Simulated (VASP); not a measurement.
Write the native input for VASP 6.6.1 that does the following.

```
Task                   : single point
Functional             : PBE
Potentials or basis    : VASP PAW PBE potentials, release 64 (Y_sv, Pd, F)
Cutoff                 : 520 eV
k mesh                 : 4 × 4 × 4
Occupations            : gaussian, width 0.1 eV
Spin                   : no spin polarisation
Dipole correction      : no
Further INCAR settings : ALGO = Normal; EDIFF = 1e-07; NBANDS = 37
```

The structure of YPdF5 lies in POSCAR:

```
YPdF5
1.0
   -2.7801840571      2.7801840571      2.8241767860
    2.7801840571     -2.7801840571      2.8241767860
    2.7801840571      2.7801840571     -2.8241767860
Y Pd F
1 1 5
Direct
    0.2500000000      0.7500000000      0.5000000000
    0.7500000000      0.2500000000      0.5000000000
    0.2835633914      0.2835633914      0.5671267828
    0.7164366086      0.7164366086      0.4328732172
    0.7164366086      0.2835633914      0.0000000000
    0.2835633914      0.7164366086      0.0000000000
    0.0000000000      0.0000000000      0.0000000000
```

The cell was generated, and may not be a known phase.

One way to write it, as run:

INCAR

```
SYSTEM = YPdF5
ALGO     = Normal         ! electronic algorithm
EDIFF    = 1E-7           ! SCF threshold, eV
ENCUT    = 520            ! plane-wave cutoff, eV
GGA      = PE             ! functional
ISIF     = 2              ! what is computed and relaxed
ISMEAR   = 0              ! smearing method
LASPH    = .True.         ! aspherical terms in the spheres
LCHARG   = .False.        ! write CHGCAR
LREAL    = .False.        ! projectors in reciprocal space
LWAVE    = .False.        ! write WAVECAR
NBANDS   = 37             ! bands
NELM     = 60             ! most SCF steps
PREC     = Accurate       ! precision mode
SIGMA    = 0.1            ! smearing width, eV
```

KPOINTS

```
k-points
0
Gamma
  4 4 4
  0 0 0
```

Potentials or basis: VASP PAW PBE potentials, release 64 (Y_sv, Pd, F).

Launch:

```console
$ cat potpaw_PBE.64/Y_sv/POTCAR potpaw_PBE.64/Pd/POTCAR potpaw_PBE.64/F/POTCAR > POTCAR
$ mpirun -np 1 vasp_std > vasp.out
```

It gave:

* Pressure: -0.3 GPa
* Largest force: 0.010 eV/Å
* Band gap on the k mesh: zero (bands 28 and 29 overlap by 0.45 eV)

Caveat: the k points lie up to 0.40 Å⁻¹ apart.

It took 81 s on 1 thread of Intel(R) Xeon(R) Platinum 8259CL CPU @ 2.50GHz (Skylake/Cascade Lake), with other jobs on the host, peak memory 0.23 GiB.
